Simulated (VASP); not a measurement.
The system is Si3N4.

```
Si N
1.0
     7.61400    0.00000    0.00000
    -3.80700    6.59392    0.00000
     0.00000    0.00000    2.91230
Si N
6 8
Direct
  0.17990 0.77330 0.25000
  0.40660 0.17990 0.75000
  0.22670 0.40660 0.25000
  0.82010 0.22670 0.75000
  0.59340 0.82010 0.25000
  0.77330 0.59340 0.75000
  0.33333 0.66667 0.25000
  0.66667 0.33333 0.75000
  0.33560 0.03300 0.25000
  0.30260 0.33560 0.75000
  0.96700 0.30260 0.25000
  0.66440 0.96700 0.75000
  0.69740 0.66440 0.25000
  0.03300 0.69740 0.75000
```

```yaml
Program: VASP 6.6.1
Task: relaxation of the atoms
Functional: PBE
Potentials_or_basis: VASP PAW PBE potentials, release 64 (Si, N)
Cutoff: 520 eV
k_mesh: 4 × 4 × 9
Occupations: fermi-dirac, width 0.02 eV
Spin: no spin polarisation
```

At the start: pressure 4.5 GPa; volume 10.44 Å³/atom.

Task: How do energy, volume and symmetry change on relaxing?

Result: Over 11 steps the energy falls by 6.6 meV/atom at a fixed cell; space group P6_3/m (No. 176, to 0.1 Å) before and after.

Step by step:
```csv
step,energy change (eV),largest force (eV/Å),pressure (GPa)
1,0.0000,0.5443,4.49
2,-0.0234,0.7985,4.59
3,-0.0486,0.4447,4.48
4,-0.0817,0.1728,4.38
5,-0.0836,0.2178,4.36
6,-0.0841,0.2582,4.27
7,-0.0874,0.0625,4.30
8,-0.0890,0.0529,4.26
9,-0.0921,0.0247,4.12
10,-0.0904,0.0462,3.83
11,-0.0927,0.0061,4.02
```

Final structure:
```
Si N
1.0
     7.61400    0.00000    0.00000
    -3.80700    6.59392    0.00000
     0.00000    0.00000    2.91230
Si N
6 8
Cartesian
  -1.5984 5.0638 0.7281
  2.4294 1.1477 2.1842
  0.2208 2.6777 0.7281
  5.4054 1.5301 2.1842
  1.3776 5.4463 0.7281
  3.5862 3.9162 2.1842
  0.0000 4.3959 0.7281
  3.8070 2.1980 2.1842
  2.3970 0.1976 0.7281
  1.0274 2.1747 2.1842
  6.2444 1.9770 0.7281
  1.4100 6.3963 2.1842
  2.7796 4.4193 0.7281
  -2.4374 4.6169 2.1842
```
